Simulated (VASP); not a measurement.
Wanted: the native input for a VASP 6.6.1 run.

```
Task                   : single point
Functional             : PBEsol
Potentials or basis    : VASP PAW PBE potentials, release 64 (Ta_pv, Si)
Cutoff                 : 520 eV
k mesh                 : 12 × 12 × 12
Occupations            : gaussian, width 0.15 eV
Spin                   : no spin polarisation
Dipole correction      : no
Further INCAR settings : ALGO = Fast; EDIFF = 1e-07; NBANDS = 35
```

The structure of Ta2Si lies in POSCAR:

```
Ta2Si
1.0
   -3.0683767195      3.0683767195      2.5198993614
    3.0683767195     -3.0683767195      2.5198993614
    3.0683767195      3.0683767195     -2.5198993614
Ta Si
4 2
Direct
    0.6457824594      0.8196500716      0.4654325310
    0.8196500716      0.3542175406      0.1738676122
    0.3542175406      0.1803499284      0.5345674690
    0.1803499284      0.6457824594      0.8261323878
    0.2258647712      0.2258647712      0.0000000000
    0.7741352288      0.7741352288      0.0000000000
```

This cell differs from its parent crystal: mode 4 (110.0 1/cm) frozen in, largest displacement -0.150 Å.

The input as run:

INCAR

```
SYSTEM = Ta2Si
PREC = Accurate ; ENCUT = 520
EDIFF = 1E-7 ; ISMEAR = 0
SIGMA = 0.15 ; LREAL = .False.
LASPH = .True. ; NELM = 80
ALGO = Fast ; ISIF = 2
LWAVE = .False. ; LCHARG = .True.
GGA = PS ; LELF = .True.
LVHAR = .True. ; NBANDS = 35
```

KPOINTS

```
Automatic mesh
0
Gamma
  12 12 12
  0 0 0
```

Potentials or basis: VASP PAW PBE potentials, release 64 (Ta_pv, Si).

Run with:

```console
$ cat potpaw_PBE.64/Ta_pv/POTCAR potpaw_PBE.64/Si/POTCAR > POTCAR
$ mpirun -np 1 vasp_std > vasp.out
```

It gave:

The pressure is 2.7 GPa. The largest force is 1.544 eV/Å. The band gap on the k mesh is zero (band 26 reaches 7.87 eV, above the bottom of band 27 at 7.21 eV).

Caveat: the cell differs from its parent crystal (mode 4 (110.0 1/cm) frozen in, largest displacement -0.150 Å); the PAW data sets were made with another functional, which shifts forces and pressure a little; spin-orbit coupling is left out, which moves the levels of the heavy elements.

It took 26 min on 1 thread of Intel Xeon 6975P-C, on a shared host, peak memory 0.7 GiB.
